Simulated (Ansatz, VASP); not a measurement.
# Two plane-wave programs on NbP

INCAR

```
ALGO = Normal ; EDIFF = 1E-6
EDIFFG = -0.01 ; ENCUT = 600
GGA = PE ; IBRION = 2
ISIF = 3 ; ISMEAR = -1
LASPH = True ; LCHARG = False
LREAL = False ; LWAVE = False
NELM = 80 ; NSW = 60
PREC = Accurate ; SIGMA = 0.1
```

KPOINTS

```
k-points
0
Gamma
  6 6 6
```

The input POSCAR:

```
NbP
1.0
    0.0000000000      3.3268650000      0.0000000000
    3.3268650000      0.0000000000      0.0000000000
    1.6634330000      1.6634330000     -5.6931920000
Nb P
2 2
Direct
    0.0000000000      0.0000000000      0.0000000000
    0.7500000000      0.2500000000      0.5000000000
    0.5000000000      0.5000000000      0.0000000000
    0.2500000000      0.7500000000      0.5000000000
```

Input for Ansatz:

```yaml
crystal:
  lattice:
    - [0.0, 3.326865, 0.0]
    - [3.326865, 0.0, 0.0]
    - [1.663433, 1.663433, -5.693192]
  atoms:
    - { symbol: Nb, position: [0.0, 0.0, 0.0] }
    - { symbol: Nb, position: [0.75, 0.25, 0.5] }
    - { symbol: P, position: [0.5, 0.5, 0.0] }
    - { symbol: P, position: [0.25, 0.75, 0.5] }
  symmetry: { tolerance: 0.0003 }
kpoints:
  mp_grid: { grid: [6, 6, 6], shift: [0, 0, 0] }
magnetization:
  spin_polarized: false
scf:
  occupations: { method: fermi_dirac }
  algorithm: direct_min
  n_extra_bands: 4
hamiltonian:
  pseudopotentials: { kind: paw }
  xc: pbe
basis:
  ecutwfc: 420
  ecutrho_ratio: 12
output:
  forces: true
  stress: true
  eigenvalues: true
  write_density: true
  write_potential: true
  elf: true
  volumetric_format: npy
relax:
  max_steps: 40
  cell: {}
```

Alike in both runs: task relaxation of cell and atoms; functional PBE; k mesh 6 × 6 × 6; no spin polarisation.

|  | VASP | Ansatz |
| --- | --- | --- |
| version | VASP 6.6.1 | Ansatz 0.2.0 |
| potentials or method | VASP PAW PBE potentials, release 64 (Nb_sv, P), cutoff 600 eV | PAW plane waves |
| occupations | fermi-dirac, width 0.1 eV | fermi-dirac |
| valence electrons in the cell | 36 | 36 |

```tsv
	VASP	Ansatz	Ansatz less VASP
gap on the k mesh at the Fermi level, each at its own relaxed structure (eV)	none	none	-
relaxed volume (Å³/atom)	16.04	16.07	+0.028
relaxed cell length with the largest relative difference (Å)	3.505	3.508	+0.0023
```

A gap of «none» marks a metal or a gap that the smearing closes.
